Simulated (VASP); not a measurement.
Here is a VASP 6.6.1 calculation.

INCAR

```
SYSTEM = Mg3CdTe4
PREC     = Accurate       ! precision mode
ENCUT    = 520            ! plane-wave cutoff, eV
EDIFF    = 1E-6           ! SCF threshold, eV
ISMEAR   = 0              ! smearing method
SIGMA    = 0.02           ! smearing width, eV
LREAL    = .FALSE.        ! projectors in reciprocal space
LASPH    = .TRUE.         ! aspherical terms in the spheres
NELM     = 80             ! most SCF steps
ALGO     = Normal         ! electronic algorithm
ISIF     = 2              ! what is computed and relaxed
LWAVE    = .FALSE.        ! write WAVECAR
LCHARG   = .FALSE.        ! write CHGCAR
GGA      = PE             ! functional
NBANDS   = 31             ! bands
```

File KPOINTS:

```
Automatic mesh
0
G
  6 6 2
  0 0 0
```

File POSCAR:

```
Mg3CdTe4
1.0
    4.6276261220      0.0000000289      0.0000000000
   -2.3138130860      4.0076417665      0.0000000000
    0.0000000000      0.0000000000     15.0716960000
Mg Cd Te
3 1 4
Direct
    0.6666666667      0.3333333333      0.4957670000
    0.6666666667      0.3333333333      0.9999300000
    0.0000000000      0.0000000000      0.2481260000
    0.0000000000      0.0000000000      0.7499240000
    0.6666666667      0.3333333333      0.1873990000
    0.6666666667      0.3333333333      0.6833780000
    0.0000000000      0.0000000000      0.4354500000
    0.0000000000      0.0000000000      0.9400270000
```

Potentials or basis: VASP PAW PBE potentials, release 64 (Mg, Cd, Te).

Command:

```sh
$ cat potpaw_PBE.64/Mg/POTCAR potpaw_PBE.64/Cd/POTCAR potpaw_PBE.64/Te/POTCAR > POTCAR
$ mpirun -np 1 vasp_std > vasp.out
```

**Question.** Predict the pressure.

**Answer.** 0.0 GPa.

**Question.** Estimate the largest force.

**Answer.** 0.020 eV/Å.

**Question.** Predict the band gap on the k mesh.

**Answer.** 1.58 eV, direct.

Forces in eV/Å, atoms in the order of the input:
```
Mg   0.000  0.000  0.002
Mg   0.000  0.000  0.001
Mg   0.000  0.000  0.000
Cd   0.000  0.000  0.001
Te   0.000  0.000 -0.001
Te   0.000  0.000 -0.020
Te   0.000  0.000 -0.001
Te   0.000  0.000  0.018
```

Caveat: spin-orbit coupling is left out, which moves the levels of the heavy elements. A k mesh can miss the band edges.
